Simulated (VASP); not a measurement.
# Ni3Ge (Pm-3m) in VASP: a series of runs, part 2 of 2

VASP 6.6.1. Earlier steps stand in the parts before.

## (4) Single point, LDA, collinear spin, ferromagnetic start (8.71 Å³/atom)

This run uses another cell than the first one, of 8.71 Å³/atom.

INCAR reads:

```
PREC = Accurate
ENCUT = 520
EDIFF = 1E-7
ISMEAR = 0
SIGMA = 0.15
LREAL = False
LASPH = True
NELM = 150
ALGO = Normal
ISIF = 2
LWAVE = False
LCHARG = True
ISPIN = 2
MAGMOM = 1 1 1 0
LORBIT = 11
NUPDOWN = 3.0
LMAXMIX = 4
LELF = True
LVHAR = True
NBANDS = 34
```

KPOINTS reads:

```
regular mesh
0
Gamma
  12 12 12
```

POSCAR reads:

```
Ni3Ge
1.0
    3.2654491275      0.0000000000      0.0000000000
    0.0000000000      3.2654491275      0.0000000000
    0.0000000000      0.0000000000      3.2654491275
Ni Ge
3 1
Direct
    0.5000000000      0.0000000000      0.5000000000
    0.0000000000      0.5000000000      0.5000000000
    0.5000000000      0.5000000000      0.0000000000
    0.0000000000      0.0000000000      0.0000000000
```

Potentials or basis: VASP PAW LDA potentials, release 64 (Ni, Ge_d).

Command:

```console
$ cat potpaw_LDA.64/Ni/POTCAR potpaw_LDA.64/Ge_d/POTCAR > POTCAR
$ mpirun -np 1 vasp_std > vasp.out
```

OUTCAR:

```text
PREC = Accurate
   ENCUT = 520
   EDIFF = 1E-7
   ISMEAR = 0
   LREAL = False
   LASPH = True
   NELM = 150
   ISIF = 2
   ISPIN = 2
   LORBIT = 11
   NUPDOWN = 3.0

 ion  position               nearest neighbor table
   1  0.500  0.000  0.500-   2 2.31   3 2.31   4 2.31   3 2.31   4 2.31   2 2.31   3 2.31   3 2.31
                             2 2.31   4 2.31   4 2.31   2 2.31
   2  0.000  0.500  0.500-   1 2.31   3 2.31   4 2.31   3 2.31   4 2.31   1 2.31   4 2.31   4 2.31
                             1 2.31   3 2.31   3 2.31   1 2.31
   3  0.500  0.500  0.000-   1 2.31   2 2.31   4 2.31   1 2.31   2 2.31   1 2.31   4 2.31   1 2.31
                             2 2.31   4 2.31   2 2.31   4 2.31
   4  0.000  0.000  0.000-   1 2.31   2 2.31   3 2.31   1 2.31   2 2.31   2 2.31   3 2.31   2 2.31
                             1 2.31   3 2.31   1 2.31   3 2.31

  LATTYP: Found a simple cubic cell.
 ALAT       =     3.2654491275

  Lattice vectors:

 A1 = (   3.2654491275,   0.0000000000,   0.0000000000)
 A2 = (   0.0000000000,   3.2654491275,   0.0000000000)
 A3 = (   0.0000000000,   0.0000000000,   3.2654491275)

Analysis of symmetry for initial positions (statically):
=====================================================================
 Subroutine PRICEL returns:
 Original cell was already a primitive cell.

 Routine SETGRP: Setting up the symmetry group for a
 simple cubic supercell.

 Subroutine GETGRP returns: Found 48 space group operations
 (whereof 48 operations were pure point group operations)
 out of a pool of 48 trial point group operations.

The static configuration has the point symmetry O_h .

Analysis of symmetry for dynamics (positions and initial velocities):
=====================================================================
 Subroutine PRICEL returns:
 Original cell was already a primitive cell.

 Routine SETGRP: Setting up the symmetry group for a
 simple cubic supercell.

[... 164 lines left out ...]
  ext. energy  EPLUGINS =         0.00000000
  ---------------------------------------------------
  free energy    TOTEN  =       -22.94790579 eV

  energy without entropy =      -22.91421311  energy(sigma->0) =      -22.93105945

 E-fermi :  13.2849     XC(G=0): -15.2941

 val. band max:       15.9706807936   @ k =   0.4167   0.1667   0.0833
 cond. band min:      13.2857712226   @ k =   0.4167   0.4167   0.4167
 fundamental gap:     -2.6849095711
 Fermi energy:        15.9907676859

 spin component 1

 k-point     1 :       0.0000    0.0000    0.0000
  band No.  band energies     occupation
      1     -10.6150      1.00000
      2     -10.6150      1.00000
      3     -10.5787      1.00000
      4     -10.5787      1.00000
      5     -10.5787      1.00000
      6      -0.6510      1.00000
[... 877 lines left out ...]
     33      29.7819      0.00000
     34      31.9249      0.00000

 [... further k-points ...]

 spin component 2

 k-point     1 :       0.0000    0.0000    0.0000
  band No.  band energies     occupation
      1     -10.5621      1.00000
      2     -10.5621      1.00000
      3     -10.5245      1.00000
      4     -10.5245      1.00000
      5     -10.5245      1.00000
      6      -0.3965      1.00000
[... 877 lines left out ...]
     33      30.1176      0.00000
     34      32.2516      0.00000

 [... further k-points ...]
[... 5 lines left out ...]
  --------------------------------------------------------------------------------------
  -------------------------------------------------------------------------------------
  Total       19.7355614     19.7355614     19.7355614     -0.0000000      0.0000000      0.0000000
  in kB      908.0950324    908.0950324    908.0950324     -0.0000000      0.0000000      0.0000000
  external PRESSURE =     908.0950324 kB  Pullay stress =       0.0000000 kB

 VOLUME and BASIS-vectors are now :
 -----------------------------------------------------------------------------
  energy-cutoff  :      520.00
  volume of cell :       34.82
      direct lattice vectors                 reciprocal lattice vectors
     3.265449128  0.000000000  0.000000000     0.306236588  0.000000000  0.000000000
     0.000000000  3.265449128  0.000000000     0.000000000  0.306236588  0.000000000
     0.000000000  0.000000000  3.265449128     0.000000000  0.000000000  0.306236588

 POSITION                                       TOTAL-FORCE (eV/Angst)
 -----------------------------------------------------------------------------------
      1.63272      0.00000      1.63272         0.000000      0.000000      0.000000
      0.00000      1.63272      1.63272         0.000000      0.000000      0.000000
      1.63272      1.63272      0.00000         0.000000      0.000000      0.000000
      0.00000      0.00000      0.00000         0.000000      0.000000      0.000000
 -----------------------------------------------------------------------------------
    total drift:                                0.000000     -0.000000     -0.000000

  FREE ENERGIE OF THE ION-ELECTRON SYSTEM (eV)
  ---------------------------------------------------
  free  energy   TOTEN  =       -22.9479057898 eV

  energy  without entropy=      -22.9142131080  energy(sigma->0) =      -22.93105945

 total charge

# of ion       s       p       d       tot
------------------------------------------
    1        0.604   0.860   8.555  10.019
    2        0.604   0.860   8.555  10.019
    3        0.604   0.860   8.555  10.019
    4        1.111   1.632  10.284  13.028
--------------------------------------------------
tot          2.924   4.212  35.949  43.084

 magnetization (x)

# of ion       s       p       d       tot
------------------------------------------
    1        0.015   0.076   0.814   0.905
    2        0.015   0.076   0.814   0.905
    3        0.015   0.076   0.814   0.905
    4        0.032   0.167   0.020   0.219
--------------------------------------------------
tot          0.078   0.394   2.461   2.932
```

OSZICAR:

```text
N       E                     dE             d eps       ncg     rms          rms(c)
DAV:   1     0.310648447951E+03    0.31065E+03   -0.18276E+04 13550   0.302E+03
DAV:   2     0.130295997887E+02   -0.29762E+03   -0.27480E+03 11432   0.470E+02
DAV:   3    -0.255505144933E+02   -0.38580E+02   -0.37553E+02 11976   0.152E+02
DAV:   4    -0.266480568856E+02   -0.10975E+01   -0.10952E+01 12784   0.293E+01
DAV:   5    -0.266700815167E+02   -0.22025E-01   -0.22022E-01 15572   0.354E+00    0.274E+01
DAV:   6    -0.241908653956E+02    0.24792E+01   -0.15805E+01 13362   0.689E+01    0.130E+01
DAV:   7    -0.231100753707E+02    0.10808E+01   -0.41224E+00 13082   0.364E+01    0.781E+00
DAV:   8    -0.229717869585E+02    0.13829E+00   -0.18269E-01 16020   0.432E+00    0.342E+00
DAV:   9    -0.229499113236E+02    0.21876E-01   -0.14603E-02 18082   0.150E+00    0.629E-01
DAV:  10    -0.229483317841E+02    0.15795E-02   -0.23873E-03 16708   0.548E-01    0.279E-01
DAV:  11    -0.229478807751E+02    0.45101E-03   -0.54987E-04 16536   0.354E-01    0.873E-02
DAV:  12    -0.229479057156E+02   -0.24941E-04   -0.10521E-04 12150   0.964E-02    0.317E-02
DAV:  13    -0.229479058686E+02   -0.15297E-06   -0.37410E-06 16724   0.264E-02    0.846E-03
DAV:  14    -0.229479058683E+02    0.21919E-09   -0.10515E-06 15874   0.168E-02    0.345E-03
DAV:  15    -0.229479057898E+02    0.78499E-07   -0.12610E-07  8640   0.523E-03
   1 F= -.22947906E+02 E0= -.22931059E+02  d E =-.336927E-01  mag=     3.0000
```

Wall time 2.8 min (1 thread of Oxide Virtual Turin-like, shared host); peak memory 0.21 GiB.

Results:

- Free energy: -22.9479 eV
- Pressure: 90.8 GPa
- Net moment: 3.00 μB per cell
- Site moments: Ni +0.91; Ge +0.22 μB
- Valence electrons inside the program's atomic spheres: Ni 10.02; Ge 13.03

Caveat: the cell stands under pressure; the total moment is fixed, so each spin has its own Fermi level and the state may be an excited one.

## (5) Overview

```csv
fixed moment (μB),cell,pressure (GPa),moment (μB)
1.875,"a = 3.343 Å, 4 atoms",47.0,1.88
2.25,"a = 3.265 Å, 4 atoms",85.2,2.25
3.0,"a = 3.265 Å, 4 atoms",90.8,3.00
```

Alike in all rows: task single point; level LDA; potentials or basis VASP PAW LDA potentials, release 64 (Ni, Ge_d); spin collinear, ferromagnetic start; k mesh 12 × 12 × 12; cutoff (eV) 520; smearing gaussian 0.15 eV.

Caveats: the cell stands under pressure; the total moment is fixed, so each spin has its own Fermi level and the state may be an excited one.

Absolute energies hang on the potentials; compare differences alone.
